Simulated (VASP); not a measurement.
Here is a VASP 6.6.1 calculation.

File INCAR:

```
SYSTEM = ZnO
PREC = Accurate
ENCUT = 600
EDIFF = 1E-7
ISMEAR = -1
SIGMA = 0.05
LREAL = .False.
LASPH = .True.
NELM = 100
ALGO = Normal
ISIF = 3
LWAVE = .False.
LCHARG = .False.
GGA = PE
IBRION = 2
NSW = 60
EDIFFG = -0.005
PSTRESS = 340.0
```

Contents of KPOINTS:

```
Automatic mesh
0
Gamma
  12 12 7
  0 0 0
```

The input POSCAR:

```
ZnO
1.0
    3.0573831454      0.0000000000      0.0000000000
   -1.5286915727      2.6477714731      0.0000000000
    0.0000000000      0.0000000000      4.9835345271
Zn O
2 2
Direct
    0.3333333333      0.6666666667      0.0000000000
    0.6666666667      0.3333333333      0.5000000000
    0.3333333333      0.6666666667      0.3760000000
    0.6666666667      0.3333333333      0.8760000000
```

Potentials or basis: VASP PAW PBE potentials, release 64 (Zn, O).

Command:

```sh
$ cat potpaw_PBE.64/Zn/POTCAR potpaw_PBE.64/O/POTCAR > POTCAR
$ mpirun -np 1 vasp_std > vasp.out
```

Estimate the relaxed volume.

10.38 Å³/atom.

Estimate the space group after relaxing (to 0.05 Å).

P6_3mc (No. 186).

What does it give for the band gap on the k mesh?

0.97 eV, direct.

Predict the relaxed cell.

a = 3.097 Å, b = 3.097 Å, c = 5.000 Å, α = 90.00°, β = 90.00°, γ = 120.00°.

Step by step:
```tsv
step	energy change (eV)	largest force (eV/Å)	pressure (GPa)	volume (Å³)
1	0.0000	0.0305	42.17	40.34
2	-0.6156	0.0525	23.10	43.42
3	-0.2835	0.0076	33.94	41.54
4	-0.2784	0.0069	34.05	41.52
5	-0.2785	0.0076	34.05	41.52
6	-0.2788	0.0082	34.02	41.52
7	-0.2793	0.0102	34.08	41.52
8	-0.2800	0.0150	34.05	41.52
9	-0.2812	0.0066	34.03	41.53
10	-0.2820	0.0006	34.01	41.53
```

Caveat: the cell is relaxed towards a set pressure, so the enthalpy falls and the energy may rise. A k mesh can miss the band edges.
